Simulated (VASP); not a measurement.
# Nb3Sn (Pm-3n) in VASP: relaxation of cell and atoms with PBE+D3(BJ)

Aim: the relaxation of cell and atoms of Nb3Sn with PBE+D3(BJ).

Program: VASP 6.6.1. These are calculated values, not measurements. Logs are shortened: lines on timing, memory, paths and dates and some standing lists are left out, and cuts for length are marked.

### 1 The cell of the first run

The structure is cubic, space group Pm-3n (No. 223). The conventional cell has a = 5.325 Å, b = 5.325 Å, c = 5.325 Å, α = 90.00°, β = 90.00°, γ = 90.00°. Within 3.5 Å of Nb (site symmetry -4m2) lie 10 Nb at 2.66 to 3.26 Å and 4 Sn at 2.98 Å. Sn (site symmetry m-3) has 12 Nb at 2.98 Å within 3.9 Å.

### 2 Relaxation of cell and atoms, PBE+D3(BJ)

File INCAR:

```
SYSTEM = Nb3Sn
ALGO = Normal ; EDIFF = 1E-7
EDIFFG = -0.02 ; ENCUT = 600
GGA = PE ; IBRION = 2
ISIF = 3 ; ISMEAR = 0
IVDW = 12 ; LASPH = .True.
LCHARG = .False. ; LREAL = .False.
LWAVE = .False. ; NELM = 100
NSW = 70 ; PREC = Accurate
SIGMA = 0.1
```

File KPOINTS:

```
k-points
0
Gamma
  8 8 8
  0 0 0
```

File POSCAR:

```
Nb3Sn
1.0
    5.3245644600      0.0000000000      0.0000000000
    0.0000000000      5.3245644600      0.0000000000
    0.0000000000      0.0000000000      5.3245644600
Nb Sn
6 2
Direct
    0.2500000000      0.0000000000      0.5000000000
    0.7500000000      0.0000000000      0.5000000000
    0.0000000000      0.5000000000      0.2500000000
    0.0000000000      0.5000000000      0.7500000000
    0.5000000000      0.7500000000      0.0000000000
    0.5000000000      0.2500000000      0.0000000000
    0.0000000000      0.0000000000      0.0000000000
    0.5000000000      0.5000000000      0.5000000000
```

Potentials or basis: VASP PAW PBE potentials, release 64 (Nb_sv, Sn_d).

Launch:

```console
$ cat potpaw_PBE.64/Nb_sv/POTCAR potpaw_PBE.64/Sn_d/POTCAR > POTCAR
$ mpirun -np 1 vasp_std > vasp.out
```

OUTCAR:

```text
SYSTEM = Nb3Sn
   EDIFF = 1E-7
   EDIFFG = -0.02
   ENCUT = 600
   GGA = PE
   IBRION = 2
   ISIF = 3
   ISMEAR = 0
   IVDW = 12
   LASPH = .True.
   LREAL = .False.
   NELM = 100
   NSW = 70
   PREC = Accurate
 IVDW          = 12

 ion  position               nearest neighbor table
   1  0.250  0.000  0.500-   2 2.66   2 2.66   8 2.98   7 2.98   8 2.98   7 2.98
   2  0.750  0.000  0.500-   1 2.66   1 2.66   8 2.98   7 2.98   8 2.98   7 2.98
   3  0.000  0.500  0.250-   4 2.66   4 2.66   8 2.98   7 2.98   7 2.98   8 2.98
   4  0.000  0.500  0.750-   3 2.66   3 2.66   8 2.98   7 2.98   7 2.98   8 2.98
   5  0.500  0.750  0.000-   6 2.66   6 2.66   8 2.98   8 2.98   7 2.98   7 2.98
   6  0.500  0.250  0.000-   5 2.66   5 2.66   8 2.98   8 2.98   7 2.98   7 2.98
   7  0.000  0.000  0.000-   1 2.98   2 2.98   3 2.98   4 2.98   5 2.98   6 2.98   1 2.98   2 2.98
                             3 2.98   4 2.98   5 2.98   6 2.98
   8  0.500  0.500  0.500-   1 2.98   2 2.98   3 2.98   4 2.98   5 2.98   6 2.98   5 2.98   6 2.98
                             1 2.98   2 2.98   3 2.98   4 2.98

  LATTYP: Found a simple cubic cell.
 ALAT       =     5.3245644600

  Lattice vectors:

 A1 = (   5.3245644600,   0.0000000000,   0.0000000000)
 A2 = (   0.0000000000,   5.3245644600,   0.0000000000)
 A3 = (   0.0000000000,   0.0000000000,   5.3245644600)

Analysis of symmetry for initial positions (statically):
=====================================================================
 Subroutine PRICEL returns:
 Original cell was already a primitive cell.

 Routine SETGRP: Setting up the symmetry group for a
 simple cubic supercell.

 Subroutine GETGRP returns: Found 48 space group operations
 (whereof 24 operations were pure point group operations)
 out of a pool of 48 trial point group operations.

The static configuration has the point symmetry T_h .
 The point group associated with its full space group is O_h .

Analysis of symmetry for dynamics (positions and initial velocities):
=====================================================================
 Subroutine PRICEL returns:
 Original cell was already a primitive cell.

 Routine SETGRP: Setting up the symmetry group for a
 simple cubic supercell.

 Subroutine GETGRP returns: Found 48 space group operations
 (whereof 24 operations were pure point group operations)
 out of a pool of 48 trial point group operations.

The dynamic configuration has the point symmetry T_h .
 The point group associated with its full space group is O_h .

 Subroutine INISYM returns: Found 48 space group operations
 (whereof 24 operations are pure point group operations),
 and found     1 'primitive' translations

----------------------------------------------------------------------------------------

                                     Primitive cell

  volume of cell :     150.9567

  direct lattice vectors                    reciprocal lattice vectors
     5.324564460  0.000000000  0.000000000     0.187808788  0.000000000  0.000000000
     0.000000000  5.324564460  0.000000000     0.000000000  0.187808788  0.000000000
     0.000000000  0.000000000  5.324564460     0.000000000  0.000000000  0.187808788

  length of vectors
     5.324564460  5.324564460  5.324564460     0.187808788  0.187808788  0.187808788

  position of ions in fractional coordinates (direct lattice)
     0.250000000  0.000000000  0.500000000
     0.750000000  0.000000000  0.500000000
     0.000000000  0.500000000  0.250000000
     0.000000000  0.500000000  0.750000000
     0.500000000  0.750000000  0.000000000
     0.500000000  0.250000000  0.000000000
     0.000000000  0.000000000  0.000000000
     0.500000000  0.500000000  0.500000000

  ion indices of the primitive-cell ions
   primitive index   ion index
                 1           1
                 2           2
                 3           3
                 4           4
                 5           5
                 6           6
                 7           7
                 8           8

----------------------------------------------------------------------------------------

 KPOINTS: k-points

Automatic generation of k-mesh.
 Grid dimensions read from file:
 generate k-points for:    8    8    8

 Generating k-lattice:

  Cartesian coordinates                     Fractional coordinates (reciprocal lattice)
     0.023476099  0.000000000  0.000000000     0.125000000  0.000000000  0.000000000
     0.000000000  0.023476099  0.000000000     0.000000000  0.125000000  0.000000000
     0.000000000  0.000000000  0.023476099     0.000000000  0.000000000  0.125000000

  Length of vectors
     0.023476099  0.023476099  0.023476099

  Shift w.r.t. Gamma in fractional coordinates (k-lattice)
     0.000000000  0.000000000  0.000000000

 Subroutine IBZKPT returns following result:
 ===========================================

 Found     35 irreducible k-points:

 Following reciprocal coordinates:
            Coordinates               Weight
  0.000000  0.000000  0.000000      1.000000
  0.125000  0.000000  0.000000      6.000000
  0.250000  0.000000  0.000000      6.000000
  0.375000  0.000000  0.000000      6.000000
  0.500000  0.000000  0.000000      3.000000
  0.125000  0.125000  0.000000     12.000000
[... 16 lines left out ...]
  0.375000  0.375000  0.125000     24.000000
  0.500000  0.375000  0.125000     24.000000
 [... further k-points ...]
   k-points           NKPTS =     35   k-points in BZ     NKDIM =     35   number of bands    NBANDS=     63
   number of dos      NEDOS =    301   number of ions     NIONS =      8
   total plane-waves  NPLWV = 110592
   dimension x,y,z NGX =    48 NGY =   48 NGZ =   48
   dimension x,y,z NGXF=    96 NGYF=   96 NGZF=   96
   ions per type =               6   2
   NGX,Y,Z   is equivalent  to a cutoff of  14.99, 14.99, 14.99 a.u.
   NGXF,Y,Z  is equivalent  to a cutoff of  29.97, 29.97, 29.97 a.u.
 SYSTEM =  Nb3Sn
   PREC   = accura    normal or accurate (medium, high low for compatibility)
   ISTART =      0    job   : 0-new  1-cont  2-samecut
   ICHARG =      2    charge: 1-file 2-atom 10-const
   ISPIN  =      1    spin polarized calculation?
   LNONCOLLINEAR =      F non collinear calculations
   LSORBIT =      F    spin-orbit coupling
   LASPH  =      T    aspherical Exc in radial PAW
   ENCUT  =  600.0 eV  44.10 Ry    6.64 a.u.  10.63 10.63 10.63*2*pi/ulx,y,z
   NELM   =    100;   NELMIN=  2; NELMDL= -5     # of ELM steps
   EDIFF  = 0.1E-06   stopping-criterion for ELM
   LREAL  =      F    real-space projection
   EDIFFG = -.2E-01   stopping-criterion for IOM
   NSW    =     70    number of steps for IOM
   IBRION =      2    ionic relax: 0-MD 1-quasi-New 2-CG
   NFREE  =      1    steps in history (QN), initial steepest desc. (CG)
   ISIF   =      3    stress and relaxation
   ISYM   =      2    0-nonsym 1-usesym 2-fastsym
   POTIM  = 0.5000    time-step for ionic-motion
   TEBEG  =    0.0;   TEEND  =   0.0 temperature during run
   PSTRESS=    0.0 pullay stress
   NELECT =     106.0000    total number of electrons
   NUPDOWN=      -1.0000    fix difference up-down
   EMIN   =  10.00;   EMAX   =-10.00  energy-range for DOS
   EFERMI =   0.00;   METHOD = LEGACY
   ISMEAR =     0;   SIGMA  =   0.10  broadening in eV -4-tet -1-fermi 0-gaus
   EFERMI_NEDOS =   21; number of points for ismear=-14 and -15
   IALGO  =     38    algorithm
   IMIX   =      4    mixing-type and parameters
     AMIX     =   0.40;   BMIX     =  1.00
     AMIX_MAG =   1.60;   BMIX_MAG =  1.00
  volume/ion in A,a.u.               =      18.87       127.34
  Fermi-wavevector in a.u.,A,eV,Ry     =   1.455100  2.749739 28.807814  2.117315
  Thomas-Fermi vector in A             =   2.572173
   LORBIT       =      0    0 simple, 1 ext, 2 COOP (PROOUT), +10 PAW based schemes
   GGA     = PE    functional components
   LHFCALC =     F    Hartree Fock is set to
   AEXX    =    0.0000 exact exchange contribution
   IVDW    =    12    specifies the selected vdW correction
   LEPSILON=     F    determine dielectric tensor
   LRPA    =     F    only Hartree local field effects (RPA)
 conjugate gradient relaxation of ions
 non-spin polarized calculation
 Gauss-broadening in eV      SIGMA  =   0.10
  energy-cutoff  :      600.00
  volume of cell :      150.96
 maximum number of plane-waves:      5069
 NGX is ok and might be reduce to    48
   NGX = 21   NGY = 21   NGZ = 21

--------------------------------------- Ionic step        1  -------------------------------------------

 number of electron     105.9999998 magnetization

 Free energy of the ion-electron system (eV)
  ---------------------------------------------------
  ext. energy  EPLUGINS =         0.00000000
  ---------------------------------------------------
  free energy    TOTEN  =       -70.38736698 eV

  energy without entropy =      -70.31311672  energy(sigma->0) =      -70.35024185

------------------------ aborting loop because EDIFF is reached ----------------------------------------

 Edisp (eV)   -5.31532

 E8    (eV) :    -2.5764

  FORCE on cell =-STRESS in cart. coord.  units (eV):
  Direction    XX          YY          ZZ          XY          YZ          ZX
  --------------------------------------------------------------------------------------
  -------------------------------------------------------------------------------------
  Total      -6.20831    -6.20831    -6.20831     0.00000    -0.00000    -0.00000
  in kB     -65.89184   -65.89184   -65.89184     0.00000    -0.00000    -0.00000
  external pressure =      -65.89 kB  Pullay stress =        0.00 kB
[... 73 lines left out ...]
  energy  without entropy=      -75.3062082942  energy(sigma->0) =      -75.34046641

--------------------------------------- Ionic step        3  -------------------------------------------

 number of electron     105.9999992 magnetization

 Free energy of the ion-electron system (eV)
  ---------------------------------------------------
  ext. energy  EPLUGINS =         0.00000000
  ---------------------------------------------------
  free energy    TOTEN  =       -70.29003322 eV

  energy without entropy =      -70.21693996  energy(sigma->0) =      -70.25348659

 E-fermi :  11.6722     XC(G=0): -12.4493

 val. band max:       11.6721802697   @ k =   0.1250   0.1250   0.0000
 cond. band min:      11.6722797407   @ k =   0.3750   0.1250   0.0000
 fundamental gap:      0.0000994710
 Fermi energy:        11.6722421086

 k-point     1 :       0.0000    0.0000    0.0000
  band No.  band energies     occupation
      1     -42.8715      2.00000
      2     -42.7931      2.00000
      3     -42.7931      2.00000
      4     -42.5578      2.00000
      5     -42.5578      2.00000
      6     -42.5578      2.00000
[... 1573 lines left out ...]
     62      14.2956      0.00000
     63      14.3857      0.00000

 [... further k-points ...]

------------------------ aborting loop because EDIFF is reached ----------------------------------------

 Edisp (eV)   -5.54102

 E8    (eV) :    -2.6877

  FORCE on cell =-STRESS in cart. coord.  units (eV):
  Direction    XX          YY          ZZ          XY          YZ          ZX
  --------------------------------------------------------------------------------------
  -------------------------------------------------------------------------------------
  Total      -0.15689    -0.15689    -0.15689    -0.00000    -0.00000     0.00000
  in kB      -1.73281    -1.73281    -1.73281    -0.00000    -0.00000     0.00000
  external pressure =       -1.73 kB  Pullay stress =        0.00 kB
[... 23 lines left out ...]
  FREE ENERGIE OF THE ION-ELECTRON SYSTEM (eV)
  ---------------------------------------------------
  free  energy   TOTEN  =       -75.8310548172 eV

  energy  without entropy=      -75.7579615593  energy(sigma->0) =      -75.79450819

 reached required accuracy - stopping structural energy minimisation
```

It took 43 min on 1 thread of AMD EPYC 7R43 (Zen 3), shared host; peak memory 0.51 GiB.

What came out:

| Item | Value |
| --- | --- |
| Free energy | -75.8311 eV |
| Relaxed volume | 18.13 Å³/atom |
| Relaxed cell | a = 5.254 Å, b = 5.254 Å, c = 5.254 Å, α = 90.00°, β = 90.00°, γ = 90.00° |
| Space group after relaxing (to 0.05 Å) | Pm-3n (No. 223) |
| Energy gained by relaxing | 16.0 meV/atom |
| Ionic steps | 3 |
| Pressure after relaxing | -0.2 GPa |
| Band gap on the k mesh | zero (band 53 reaches 11.90 eV, above the bottom of band 54 at 11.31 eV) |
| Dispersion energy per atom | -0.693 eV |

The path:
```csv
step,energy change (eV),largest force (eV/Å),pressure (GPa),volume (Å³)
1,0.0000,0.0000,-6.59,150.96
2,0.3280,0.0000,15.13,134.63
3,-0.1284,0.0000,-0.17,145.06
```

Final structure:
```yaml
crystal:
  lattice:
    - [5.25437, 0.00000, 0.00000]
    - [0.00000, 5.25437, 0.00000]
    - [0.00000, 0.00000, 5.25437]
  atoms:
    - { symbol: Nb, position: [0.25000, 0.00000, 0.50000] }
    - { symbol: Nb, position: [0.75000, 0.00000, 0.50000] }
    - { symbol: Nb, position: [0.00000, 0.50000, 0.25000] }
    - { symbol: Nb, position: [0.00000, 0.50000, 0.75000] }
    - { symbol: Nb, position: [0.50000, 0.75000, 0.00000] }
    - { symbol: Nb, position: [0.50000, 0.25000, 0.00000] }
    - { symbol: Sn, position: [0.00000, 0.00000, 0.00000] }
    - { symbol: Sn, position: [0.50000, 0.50000, 0.50000] }
```

Levels at points of the mesh, in eV from the Fermi level:
```
           k point  band 50  band 51  band 52  band 53  band 54  band 55  band 56  band 57
(0.00, 0.00, 0.00)    -0.56    -0.56    -0.56    -0.06    -0.06     2.43     2.43     2.43
(0.50, 0.00, 0.00)    -1.04    -0.87    -0.87    -0.36    -0.36     1.57     1.57     2.22
(0.50, 0.50, 0.00)     0.11     0.15     0.15     0.22     0.59     0.65     0.65     0.77
(0.50, 0.50, 0.50)     0.03     0.03     0.03     0.14     0.14     0.14     0.14     0.14
```

Caveat: spin-orbit coupling is left out, which moves the levels of the heavy elements; pairwise dispersion overbinds metals, which lowers pressure and volume.
